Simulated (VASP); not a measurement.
Crystal: Mn3RhPb.

```
Pb Rh Mn
1.0
     4.43984    0.00000    0.00000
     0.00000    4.43984    0.00000
     0.00000    0.00000    4.43984
Pb Rh Mn
1 1 3
Direct
  0.00000 0.00000 0.00000
  0.50000 0.50000 0.50000
  0.00000 0.50000 0.50000
  0.50000 0.00000 0.50000
  0.50000 0.50000 0.00000
```

Program: VASP 6.6.1. Alike in all runs: task single point; no spin polarisation; cell as given; k mesh 4 × 4 × 4; cutoff (eV) 500; smearing methfessel-paxton 0.0214 eV.

Task: Order these runs on this cell by their pressure, lowest first.
A. level PBE+U; potentials or basis VASP PAW PBE potentials, release 64 (Pb_d, Rh_pv, Mn_pv); U Rh d U = 5.0 eV
B. level PBE; potentials or basis VASP PAW PBE potentials, release 64 (Pb_d, Rh_pv, Mn_pv)
C. level LDA; potentials or basis VASP PAW LDA potentials, release 64 (Pb_d, Rh_pv, Mn_pv)

Result: C (-5.5 GPa), A (1.5 GPa), B (3.9 GPa).

Caveats: the run has no spin polarisation, though such a crystal can be magnetic; the cell stands under tension (at least some runs); the cell stands under pressure (at least some runs); U without spin polarisation on a metal has little footing (at least some runs); the U is typed as a test and isn't derived for this compound (at least some runs).
